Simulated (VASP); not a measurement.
Ta2B2O, 5 atoms in the cell. The structure is tetragonal, space group P4/mmm (No. 123). The conventional cell has a = 4.302 Å, b = 4.302 Å, c = 3.161 Å, α = 90.00°, β = 90.00°, γ = 90.00°. Ta (site symmetry mmm) has 8 B at 2.29 to 3.20 Å and 4 O at 2.67 Å and 6 Ta at 3.04 to 3.16 Å within 3.2 Å. B (site symmetry 4mm) has 2 B at 1.57 to 1.59 Å within 2.1 Å. Within 3.5 Å of O (site symmetry 4/mmm) lie 8 Ta at 2.67 Å and 8 B at 3.14 Å and 2 O at 3.16 Å. The cell was built from a structure type or drawn by symmetry, and may not be a known phase.

| Quantity | Value |
| --- | --- |
| Program | VASP 6.6.1 |
| Task | single point |
| Functional | PBE |
| Potentials or basis | VASP PAW PBE potentials, release 64 (Ta_pv, B, O) |
| Cutoff | 520 eV |
| k mesh | 10 × 10 × 12 |
| Occupations | gaussian, width 0.1 eV |
| Spin | no spin polarisation |
| Dipole correction | no |
| Further INCAR settings | ALGO = Normal; EDIFF = 1e-07; NBANDS = 25 |

Potentials or basis: VASP PAW PBE potentials, release 64 (Ta_pv, B, O).

Launch:

```console
$ cat potpaw_PBE.64/Ta_pv/POTCAR potpaw_PBE.64/B/POTCAR potpaw_PBE.64/O/POTCAR > POTCAR
$ mpirun -np 1 vasp_std > vasp.out
```

Hardware: 1 thread of AMD EPYC 9R45 96-Core Processor (Zen 5), on a shared host.

**Question.** Estimate the wall time of this run.

**Answer.** Run time: 100 s on 1 thread of AMD EPYC 9R45 96-Core Processor (Zen 5) (shared host), peak memory 0.28 GiB. Counts: scf iterations 16, k points 147.
